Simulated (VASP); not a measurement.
# PbO (Litharge) (P1) in VASP: notebook

PbO (Litharge) is run at these levels: PBE; tasks: single point.

Program: VASP 6.6.1. These are calculated values, not measurements. Logs are shortened: lines on timing, memory, paths and dates and some standing lists are left out, and cuts for length are marked.

## 1. The cell of the first run

The typed cell holds 4 atoms: a = 4.082 Å, b = 4.038 Å, c = 4.814 Å, α = 90.02°, β = 91.05°, γ = 89.40°.

## 2. Single point, PBE

The input, INCAR:

```
PREC = Accurate
ENCUT = 520
EDIFF = 1E-6
ISMEAR = 0
SIGMA = 0.01
LREAL = False
LASPH = True
NELM = 80
ALGO = Normal
ISIF = 2
LWAVE = False
LCHARG = True
GGA = PE
LELF = True
LVHAR = True
NBANDS = 28
```

The input, KPOINTS:

```
Automatic mesh
0
Gamma
  4 4 4
```

The input, POSCAR:

```
PbO
1.0
    4.0815746117      0.0213043739     -0.0363092820
    0.0213043739      4.0380973163     -0.0005989983
   -0.0455937561     -0.0007587312      4.8138999850
Pb O
2 2
Direct
    0.9951700000      0.5062700000      0.2394100000
    0.4996600000      0.9989200000      0.7588100000
    0.0039900000      0.0062800000      0.9975200000
    0.5013900000      0.5015700000      0.0036100000
```

Potentials or basis: VASP PAW PBE potentials, release 64 (Pb_d, O).

On the command line:

```
$ cat potpaw_PBE.64/Pb_d/POTCAR potpaw_PBE.64/O/POTCAR > POTCAR
$ mpirun -np 1 vasp_std > vasp.out
```

OUTCAR:

```text
PREC = Accurate
   ENCUT = 520
   EDIFF = 1E-6
   ISMEAR = 0
   LREAL = False
   LASPH = True
   NELM = 80
   ISIF = 2
   GGA = PE

 ion  position               nearest neighbor table
   1  0.995  0.506  0.239-   4 2.30   3 2.33   3 2.33   4 2.38   2 3.63   2 3.68   2 3.72   2 3.72
                             2 3.79   2 3.79   2 3.80   2 3.85
   2  0.500  0.999  0.759-   4 2.33   3 2.34   3 2.35   4 2.35   1 3.63   1 3.68   1 3.72   1 3.72
                             1 3.79   1 3.79   1 3.80   1 3.85
   3  0.004  0.006  0.998-   1 2.33   1 2.33   2 2.34   2 2.35
   4  0.501  0.502  0.004-   1 2.30   2 2.33   2 2.35   1 2.38

  LATTYP: Found a triclinic cell.
 ALAT       =     4.0381535596
 B/A-ratio  =     1.4293175869
 C/A-ratio  =     1.8380248160
 COS(alpha) =     0.0003146397
 COS(beta)  =     0.5385208872
 COS(gamma) =     0.7070573682

  Lattice vectors:

 A1 = (   0.0213043739,   4.0380973163,  -0.0005989983)
 A2 = (   4.1028789856,   4.0594016902,  -0.0369082803)
 A3 = (  -4.0146764817,   4.0175516736,  -4.7781897013)

Analysis of symmetry for initial positions (statically):
=====================================================================
 Subroutine PRICEL returns:
 Original cell was already a primitive cell.

 Routine SETGRP: Setting up the symmetry group for a
 triclinic supercell.

 Subroutine GETGRP returns: Found  1 space group operations
 (whereof  1 operations were pure point group operations)
 out of a pool of  2 trial point group operations.

The static configuration has the point symmetry C_1 .

Analysis of symmetry for dynamics (positions and initial velocities):
=====================================================================
 Subroutine PRICEL returns:
 Original cell was already a primitive cell.

 Routine SETGRP: Setting up the symmetry group for a
 triclinic supercell.

 Subroutine GETGRP returns: Found  1 space group operations
 (whereof  1 operations were pure point group operations)
 out of a pool of  2 trial point group operations.

The dynamic configuration has the point symmetry C_1 .

 Subroutine INISYM returns: Found  1 space group operations
 (whereof  1 operations are pure point group operations),
 and found     1 'primitive' translations

----------------------------------------------------------------------------------------

                                     Primitive cell

  volume of cell :      79.3328

  direct lattice vectors                    reciprocal lattice vectors
     4.081574612  0.021304374 -0.036309282     0.245030873 -0.001292401  0.002320550
     0.021304374  4.038097316 -0.000598998    -0.001292398  0.247648204  0.000026792
    -0.045593756 -0.000758731  4.813899985     0.001848007  0.000021067  0.207749284

  length of vectors
     4.081791708  4.038153560  4.814115955     0.245045269  0.247651578  0.207757504

  position of ions in fractional coordinates (direct lattice)
     0.995170000  0.506270000  0.239410000
     0.499660000  0.998920000  0.758810000
     0.003990000  0.006280000  0.997520000
     0.501390000  0.501570000  0.003610000

  ion indices of the primitive-cell ions
   primitive index   ion index
                 1           1
                 2           2
                 3           3
                 4           4

----------------------------------------------------------------------------------------

 KPOINTS: Automatic mesh

Automatic generation of k-mesh.
 Grid dimensions read from file:
 generate k-points for:    4    4    4

 Generating k-lattice:

  Cartesian coordinates                     Fractional coordinates (reciprocal lattice)
     0.061257718 -0.000323100  0.000580138     0.250000000 -0.000000000  0.000000000
    -0.000323099  0.061912051  0.000006698     0.000000000  0.250000000 -0.000000000
     0.000462002  0.000005267  0.051937321     0.000000000  0.000000000  0.250000000

  Length of vectors
     0.061261317  0.061912895  0.051939376

  Shift w.r.t. Gamma in fractional coordinates (k-lattice)
     0.000000000  0.000000000  0.000000000

 Subroutine IBZKPT returns following result:
 ===========================================

 Found     36 irreducible k-points:

 Following reciprocal coordinates:
            Coordinates               Weight
  0.000000  0.000000  0.000000      1.000000
  0.250000  0.000000 -0.000000      2.000000
  0.500000  0.000000 -0.000000      1.000000
 -0.000000  0.250000  0.000000      2.000000
  0.250000  0.250000 -0.000000      2.000000
  0.500000  0.250000 -0.000000      2.000000
[... 16 lines left out ...]
  0.000000 -0.250000  0.250000      2.000000
  0.250000 -0.250000  0.250000      2.000000
 [... further k-points ...]
   k-points           NKPTS =     36   k-points in BZ     NKDIM =     36   number of bands    NBANDS=     28
   number of dos      NEDOS =    301   number of ions     NIONS =      4
   total plane-waves  NPLWV =  32400
   dimension x,y,z NGX =    30 NGY =   30 NGZ =   36
   dimension x,y,z NGXF=    60 NGYF=   60 NGZF=   72
   ions per type =               2   2
   NGX,Y,Z   is equivalent  to a cutoff of  12.22, 12.35, 12.43 a.u.
   NGXF,Y,Z  is equivalent  to a cutoff of  24.44, 24.70, 24.86 a.u.
 SYSTEM =  unknown system
   PREC   = accura    normal or accurate (medium, high low for compatibility)
   ISTART =      0    job   : 0-new  1-cont  2-samecut
   ICHARG =      2    charge: 1-file 2-atom 10-const
   ISPIN  =      1    spin polarized calculation?
   LNONCOLLINEAR =      F non collinear calculations
   LSORBIT =      F    spin-orbit coupling
   LASPH  =      T    aspherical Exc in radial PAW
   ENCUT  =  520.0 eV  38.22 Ry    6.18 a.u.   7.59  7.51  8.95*2*pi/ulx,y,z
   NELM   =     80;   NELMIN=  2; NELMDL= -5     # of ELM steps
   EDIFF  = 0.1E-05   stopping-criterion for ELM
   LREAL  =      F    real-space projection
   EDIFFG = 0.1E-04   stopping-criterion for IOM
   NSW    =      0    number of steps for IOM
   IBRION =     -1    ionic relax: 0-MD 1-quasi-New 2-CG
   NFREE  =      0    steps in history (QN), initial steepest desc. (CG)
   ISIF   =      2    stress and relaxation
   ISYM   =      2    0-nonsym 1-usesym 2-fastsym
   POTIM  = 0.5000    time-step for ionic-motion
   TEBEG  =    0.0;   TEEND  =   0.0 temperature during run
   PSTRESS=    0.0 pullay stress
   NELECT =      40.0000    total number of electrons
   NUPDOWN=      -1.0000    fix difference up-down
   EMIN   =  10.00;   EMAX   =-10.00  energy-range for DOS
   EFERMI =   0.00;   METHOD = LEGACY
   ISMEAR =     0;   SIGMA  =   0.01  broadening in eV -4-tet -1-fermi 0-gaus
   EFERMI_NEDOS =   21; number of points for ismear=-14 and -15
   IALGO  =     38    algorithm
   IMIX   =      4    mixing-type and parameters
     AMIX     =   0.40;   BMIX     =  1.00
     AMIX_MAG =   1.60;   BMIX_MAG =  1.00
  volume/ion in A,a.u.               =      19.83       133.84
  Fermi-wavevector in a.u.,A,eV,Ry     =   1.302998  2.462310 23.100030  1.697804
  Thomas-Fermi vector in A             =   2.434029
   LORBIT       =      0    0 simple, 1 ext, 2 COOP (PROOUT), +10 PAW based schemes
   GGA     = PE    functional components
   LHFCALC =     F    Hartree Fock is set to
   AEXX    =    0.0000 exact exchange contribution
   IVDW    =     0    specifies the selected vdW correction
   LEPSILON=     F    determine dielectric tensor
   LRPA    =     F    only Hartree local field effects (RPA)
 non-spin polarized calculation
 Gauss-broadening in eV      SIGMA  =   0.01
  energy-cutoff  :      520.00
  volume of cell :       79.33
 maximum number of plane-waves:      2156
   NGX = 15   NGY = 15   NGZ = 17

 number of electron      39.9999996 magnetization

 Free energy of the ion-electron system (eV)
  ---------------------------------------------------
  ext. energy  EPLUGINS =         0.00000000
  ---------------------------------------------------
  free energy    TOTEN  =       -21.41432402 eV

  energy without entropy =      -21.41432402  energy(sigma->0) =      -21.41432402

 E-fermi :   4.9976     XC(G=0):  -9.8701

 val. band max:        4.9339870341   @ k =   0.0000   0.0000   0.0000
 cond. band min:       6.2796376647   @ k =   0.5000   0.5000  -0.0000
 fundamental gap:      1.3456506306
 Fermi energy:         4.9976186955

 k-point     1 :       0.0000    0.0000    0.0000
  band No.  band energies     occupation
      1     -13.0799      2.00000
      2     -12.6670      2.00000
      3     -10.9116      2.00000
      4     -10.8973      2.00000
      5     -10.8564      2.00000
      6     -10.7865      2.00000
[... 20 lines left out ...]
     27      12.6945      0.00000
     28      13.1450      0.00000

 k-point     2 :       0.2500    0.0000   -0.0000
  band No.  band energies     occupation
      1     -12.9689      2.00000
      2     -12.6870      2.00000
      3     -10.8779      2.00000
      4     -10.8639      2.00000
      5     -10.8171      2.00000
      6     -10.7652      2.00000
[... 20 lines left out ...]
     27      13.0619      0.00000
     28      15.6015      0.00000

 k-point     3 :       0.5000    0.0000   -0.0000
  band No.  band energies     occupation
      1     -12.7995      2.00000
      2     -12.7721      2.00000
      3     -10.8176      2.00000
      4     -10.8051      2.00000
      5     -10.7998      2.00000
      6     -10.7914      2.00000
[... 20 lines left out ...]
     27      14.0952      0.00000
     28      14.1525      0.00000

 k-point     4 :      -0.0000    0.2500    0.0000
  band No.  band energies     occupation
      1     -12.9739      2.00000
      2     -12.6920      2.00000
      3     -10.8775      2.00000
      4     -10.8635      2.00000
      5     -10.8153      2.00000
      6     -10.7643      2.00000
[... 578 lines left out ...]
     27      14.5976      0.00000
     28      14.7045      0.00000

 k-point    23 :       0.0000   -0.2500    0.2500
  band No.  band energies     occupation
      1     -12.9702      2.00000
      2     -12.6887      2.00000
      3     -10.8776      2.00000
      4     -10.8418      2.00000
      5     -10.7960      2.00000
      6     -10.7810      2.00000
[... 20 lines left out ...]
     27      13.9299      0.00000
     28      15.7365      0.00000

 k-point    24 :       0.2500   -0.2500    0.2500
  band No.  band energies     occupation
      1     -12.8856      2.00000
      2     -12.7080      2.00000
      3     -10.8384      2.00000
      4     -10.8340      2.00000
      5     -10.7851      2.00000
      6     -10.7605      2.00000
[... 20 lines left out ...]
     27      14.5538      0.00000
     28      15.1226      0.00000

 [... further k-points ...]
[... 5 lines left out ...]
  --------------------------------------------------------------------------------------
  -------------------------------------------------------------------------------------
  Total        1.3683631      1.2363142      1.8031408     -0.3035388     -0.0991685      0.4453571
  in kB       27.6349651     24.9681537     36.4155762     -6.1301601     -2.0027713      8.9942711
  external PRESSURE =      29.6728984 kB  Pullay stress =       0.0000000 kB

 VOLUME and BASIS-vectors are now :
 -----------------------------------------------------------------------------
  energy-cutoff  :      520.00
  volume of cell :       79.33
      direct lattice vectors                 reciprocal lattice vectors
     4.081574612  0.021304374 -0.036309282     0.245030873 -0.001292401  0.002320550
     0.021304374  4.038097316 -0.000598998    -0.001292398  0.247648204  0.000026792
    -0.045593756 -0.000758731  4.813899985     0.001848007  0.000021067  0.207749284

 POSITION                                       TOTAL-FORCE (eV/Angst)
 -----------------------------------------------------------------------------------
      4.06173      2.06539      1.11606         0.228498     -0.047901      0.331240
      2.02608      4.04381      3.63409        -0.080812      0.083896     -0.213685
     -0.02906      0.02469      4.80181        -0.033908     -0.066115     -0.036041
      2.05698      2.03607     -0.00113        -0.113778      0.030120     -0.081514
 -----------------------------------------------------------------------------------
    total drift:                                0.000084      0.000429     -0.000115

  FREE ENERGIE OF THE ION-ELECTRON SYSTEM (eV)
  ---------------------------------------------------
  free  energy   TOTEN  =       -21.4143240157 eV

  energy  without entropy=      -21.4143240157  energy(sigma->0) =      -21.41432402
```

Run time: 1.8 min. Hardware: 1 thread of AMD EPYC 7R13, shared host; peak memory 0.18 GiB.

Results:

- Free energy: -21.4143 eV
- Pressure: 3.0 GPa
- Largest force: 0.405 eV/Å
- Band gap on the k mesh: 1.35 eV, indirect (least direct gap 2.20 eV)

Forces in eV/Å, atoms in the order of the input:
```
Pb   0.228 -0.048  0.331
Pb  -0.081  0.084 -0.214
O   -0.034 -0.066 -0.036
O   -0.114  0.030 -0.082
```

Levels at points of the mesh, in eV from the valence-band top:
```
           k point  band 18  band 19  band 20  band 21  band 22  band 23
(0.00, 0.00, 0.00)    -1.48    -1.43     0.00     2.57     5.56     5.70
(0.50, 0.00, 0.00)    -2.77    -1.37    -1.33     3.66     3.77     6.65
(0.00, 0.50, 0.00)    -2.78    -1.35    -1.31     3.57     3.65     6.61
(0.50, 0.50, 0.00)    -1.29    -0.93    -0.86     1.35     1.35     5.59
(0.00, 0.00, 0.50)    -1.53    -1.48    -0.48     1.90     3.94     4.03
(0.50, 0.00, 0.50)    -2.72    -0.73    -0.65     3.23     3.41     6.24
(0.00, 0.50, 0.50)    -2.76    -0.73    -0.68     3.35     3.37     6.19
(0.50, 0.50, 0.50)    -2.01    -0.93    -0.86     3.74     3.74     5.13
```

Caveat: spin-orbit coupling is left out, which moves the levels of the heavy elements. Expect the measured gap to be larger: semilocal functionals such as PBE lack the derivative discontinuity.

## 3. Single point, PBE

This run uses another cell than the first one, of 20.03 Å³/atom, 1.010 times its volume.

The input, INCAR:

```
PREC     = Accurate       # precision mode
ENCUT    = 520            # plane-wave cutoff, eV
EDIFF    = 1E-7           # SCF threshold, eV
ISMEAR   = 0              # smearing method
SIGMA    = 0.01           # smearing width, eV
LREAL    = False          # projectors in reciprocal space
LASPH    = True           # aspherical terms in the spheres
NELM     = 100            # most SCF steps
ALGO     = Normal         # electronic algorithm
ISIF     = 2              # what is computed and relaxed
LWAVE    = False          # write WAVECAR
LCHARG   = True           # write CHGCAR
GGA      = PE             # functional
LELF     = True           # ELF
LVHAR    = True         
NBANDS   = 28             # bands
```

KPOINTS is that of step 2.

The input, POSCAR:

```
PbO
1.0
    4.0952026748      0.0213755076     -0.0364305159
    0.0213755076      4.0515802121     -0.0006009983
   -0.0457459902     -0.0007612646      4.8299732261
Pb O
2 2
Direct
    0.9951700000      0.5062700000      0.2394100000
    0.4996600000      0.9989200000      0.7588100000
    0.0039900000      0.0062800000      0.9975200000
    0.5013900000      0.5015700000      0.0036100000
```

Potentials or basis: VASP PAW PBE potentials, release 64 (Pb_d, O).

On the command line:

```
$ cat potpaw_PBE.64/Pb_d/POTCAR potpaw_PBE.64/O/POTCAR > POTCAR
$ mpirun -np 1 vasp_std > vasp.out
```

Run time: 2.5 min. Hardware: 1 thread of AMD EPYC 7R13, shared host; peak memory 0.18 GiB.

The run converged. Its results:

```
Free energy            : -21.4277 eV
Pressure               : 2.1 GPa
Largest force          : 0.302 eV/Å
Band gap on the k mesh : 1.36 eV, indirect (least direct gap 2.17 eV)
```

Forces in eV/Å, atoms in the order of the input:
```
Pb   0.217 -0.048  0.205
Pb  -0.078  0.081 -0.090
O   -0.036 -0.066 -0.034
O   -0.102  0.032 -0.081
```

Stress tensor (GPa, compression positive):
```
 1.84 -0.61  0.86
-0.61  1.59 -0.20
 0.86 -0.20  2.87
```

Levels at points of the mesh, in eV from the valence-band top:
| k point | band 16 | band 17 | band 18 | band 19 | band 20 | band 21 | band 22 | band 23 | band 24 | band 25 |
| --- | --- | --- | --- | --- | --- | --- | --- | --- | --- | --- |
| (0.00, 0.00, 0.00) | -3.94 | -1.54 | -1.44 | -1.39 | 0.00 | 2.55 | 5.53 | 5.68 | 5.86 | 6.95 |
| (0.50, 0.00, 0.00) | -2.75 | -2.73 | -2.71 | -1.33 | -1.29 | 3.64 | 3.74 | 6.61 | 6.64 | 6.70 |
| (0.00, 0.50, 0.00) | -2.79 | -2.75 | -2.72 | -1.32 | -1.28 | 3.55 | 3.63 | 6.57 | 6.67 | 6.76 |
| (0.50, 0.50, 0.00) | -2.93 | -1.33 | -1.28 | -0.89 | -0.81 | 1.36 | 1.36 | 5.57 | 5.62 | 8.32 |
| (0.00, 0.00, 0.50) | -3.73 | -1.57 | -1.48 | -1.43 | -0.45 | 1.90 | 3.94 | 4.02 | 4.07 | 8.78 |
| (0.50, 0.00, 0.50) | -3.31 | -2.70 | -2.66 | -0.71 | -0.63 | 3.22 | 3.40 | 6.21 | 6.26 | 7.41 |
| (0.00, 0.50, 0.50) | -3.39 | -2.74 | -2.71 | -0.70 | -0.66 | 3.33 | 3.35 | 6.16 | 6.26 | 7.43 |
| (0.50, 0.50, 0.50) | -3.47 | -2.08 | -1.99 | -0.89 | -0.82 | 3.74 | 3.74 | 5.09 | 5.15 | 5.73 |

Caveat: spin-orbit coupling is left out, which moves the levels of the heavy elements. Expect the measured gap to be larger: semilocal functionals such as PBE lack the derivative discontinuity.
